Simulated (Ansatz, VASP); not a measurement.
This is a calculation of NiO for Ansatz 0.2.0.

input.yaml

```yaml
crystal:
  lattice:
    - [0.0, 2.06217088, 2.06217088]
    - [2.06217088, 0.0, 2.06217088]
    - [2.06217088, 2.06217088, 0.0]
  atoms:
    - { symbol: Ni, position: [0.0, 0.0, 0.0], spin: 1.0 }
    - { symbol: O, position: [0.75, 0.75, 0.75] }
kpoints:
  mp_grid: { grid: [11, 11, 11] }
scf:
  occupations: { method: fermi_dirac, width: 0.05 }
hamiltonian:
  xc: pbe
  pseudopotentials: { kind: all_electron, lapw: { basis_error: 0.001 } }
magnetization:
  spin_polarized: true
output:
  forces: true
  stress: true
  eigenvalues: true
  populations: true
```

Potentials or basis: all-electron LAPW, scalar-relativistic.

Run with:

```console
$ ansatz run input.yaml --threads 2 --pin off --max-ram 6144MiB --backend cpu --events-out ev --progress --plain --runs-dir out
```

Question: Translate it to VASP 6.6.1. Potentials there: VASP PAW PBE potentials, release 64 (Ni, O).

Answer: As run (the cutoff follows the program's own potentials):

INCAR

```
ALGO     = Normal         # electronic algorithm
EDIFF    = 1E-6           # SCF threshold, eV
ENCUT    = 520            # plane-wave cutoff, eV
GGA      = PE             # functional
ISIF     = 2              # what is computed and relaxed
ISMEAR   = -1             # smearing method
ISPIN    = 2              # spin polarisation
LASPH    = True           # aspherical terms in the spheres
LCHARG   = True           # write CHGCAR
LELF     = True           # ELF
LMAXMIX  = 4              # l up to which the mixer works
LORBIT   = 11             # projections on sites
LREAL    = False          # projectors in reciprocal space
LVHAR    = True         
LWAVE    = False          # write WAVECAR
MAGMOM   = 1 0            # initial moments
NBANDS   = 19             # bands
NELM     = 150            # most SCF steps
PREC     = Accurate       # precision mode
SIGMA    = 0.05           # smearing width, eV
```

File KPOINTS:

```
k-points
0
Gamma
  11 11 11
```

File POSCAR:

```
NiO
1.0
    0.0000000000      2.0621708800      2.0621708800
    2.0621708800      0.0000000000      2.0621708800
    2.0621708800      2.0621708800      0.0000000000
Ni O
1 1
Direct
    0.0000000000      0.0000000000      0.0000000000
    0.7500000000      0.7500000000      0.7500000000
```

Potentials or basis: VASP PAW PBE potentials, release 64 (Ni, O).

Command:

```bash
$ cat potpaw_PBE.64/Ni/POTCAR potpaw_PBE.64/O/POTCAR > POTCAR
$ mpirun -np 1 vasp_std > vasp.out
```

Both were run:

|  | VASP | Ansatz | Ansatz less VASP |
| --- | --- | --- | --- |
| gap on the k mesh at the Fermi level (eV) | none | none | - |
| net moment per atom (μB) | 0.51 | 0.54 | +0.038 |
| size of the moment on the site where the two differ most (μB) | 0.80 | 0.86 | +0.055 |

Site moments also hang on the region over which each program counts them. A gap of «none» marks a metal or a gap that the smearing closes. Ansatz ran all-electron here, and VASP with PAW potentials.
